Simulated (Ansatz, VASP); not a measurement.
**Li2Zr2O3: VASP beside Ansatz**

```
Li Zr O
1.0
    -2.09173    2.09173    5.80184
     2.09173   -2.09173    5.80184
     2.09173    2.09173   -5.80184
Li Zr O
2 2 3
Direct
  0.75000 0.25000 0.50000
  0.25000 0.75000 0.50000
  0.50000 0.00000 0.50000
  0.00000 0.50000 0.50000
  0.50000 0.50000 0.00000
  0.89404 0.89404 0.00000
  0.10596 0.10596 0.00000
```

Alike in both runs: functional PBE; k mesh 4 × 4 × 4; occupations gaussian, width 0.15 eV; no spin polarisation.

Ansatz relaxed the structure, and its values are those at the end. VASP's run is a single point on that final structure, the one shown.

|  | VASP | Ansatz |
| --- | --- | --- |
| version | VASP 6.6.1 | Ansatz 0.2.0 |
| potentials or method | VASP PAW PBE potentials, release 64 (Li_sv, Zr_sv, O), cutoff 520 eV | scalar-relativistic, plane waves, PAW |
| valence electrons in the cell | 48 | 48 |

VASP gave:

| Property | Result |
| --- | --- |
| gap on the k mesh at the Fermi level (eV) | 0.10 |
| least direct gap on the mesh (eV) | 0.16 |
| rms of the force components (eV/Å) | 0.005 |

**Question.** What did Ansatz give for the same quantities?

**Answer.** gap on the k mesh at the Fermi level (eV): 0.10; least direct gap on the mesh (eV): 0.17; rms of the force components (eV/Å): 0.001.

The k mesh is coarse, so the values compare programs but aren't converged. Noted on VASP's run: the cutoff is short for stress, so the pressure is rough.
